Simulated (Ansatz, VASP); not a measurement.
**W in VASP and in Ansatz**

The input INCAR:

```
SYSTEM = W
PREC = Accurate
ENCUT = 520
EDIFF = 1E-6
ISMEAR = 0
SIGMA = 0.15
LREAL = .False.
LASPH = .True.
NELM = 80
ALGO = Fast
ISIF = 2
LWAVE = .False.
LCHARG = .False.
GGA = PE
NBANDS = 36
```

File KPOINTS:

```
regular mesh
0
Gamma
  18 18 5
  0 0 0
```

The input POSCAR:

```
W
1.0
   -1.5973000000      1.5973000000     -1.5973000000
   -1.5973000000     -1.5973000000      1.5973000000
   -0.6389200000      6.3892000000      6.3892000000
W
4
Direct
   -0.1750000000     -0.1750000000      0.8750000000
    0.4750000000      0.4750000000      0.1250000000
   -0.0750000000     -0.0750000000      0.3750000000
    0.3750000000      0.3750000000      0.6250000000
```

Input for Ansatz:

```yaml
crystal:
  lattice:
    - [-1.5973, 1.5973, -1.5973]
    - [-1.5973, -1.5973, 1.5973]
    - [-0.63892, 6.3892, 6.3892]
  atoms:
    - { symbol: W, position: [-0.175, -0.175, 0.875] }
    - { symbol: W, position: [0.475, 0.475, 0.125] }
    - { symbol: W, position: [-0.075, -0.075, 0.375] }
    - { symbol: W, position: [0.375, 0.375, 0.625] }
basis:
  ecutwfc: 420
kpoints:
  mp_grid: { grid: [18, 18, 5] }
hamiltonian:
  xc: pbe
scf:
  occupations: { method: gaussian, width: 0.15 }
output:
  forces: true
  stress: true
  eigenvalues: true
```

Alike in both runs: task single point; functional PBE; k mesh 18 × 18 × 5; occupations gaussian, width 0.15 eV; no spin polarisation.

```csv
,VASP,Ansatz
version,VASP 6.6.1,Ansatz 0.2.0
potentials or method,"VASP PAW PBE potentials, release 64 (W_sv), cutoff 520 eV","scalar-relativistic, plane waves, PAW"
valence electrons in the cell,56,56
```

VASP gave:

| Item | Value |
| --- | --- |
| gap on the k mesh at the Fermi level (eV) | none |
| pressure (GPa) | 1.5 |
| traceless stress, the component that is largest in VASP (GPa) | 7.11 |
| rms of the force components (eV/Å) | 1.013 |

Task: What did Ansatz give for the same quantities?

Result: gap on the k mesh at the Fermi level (eV): none; pressure (GPa): 0.9; traceless stress, the component that is largest in VASP (GPa): 6.98; rms of the force components (eV/Å): 0.990.

Atom by atom the forces differ by 0.025 eV/Å (rms over components). A gap of «none» marks a metal or a gap that the smearing closes.

Spin-orbit coupling is off throughout.
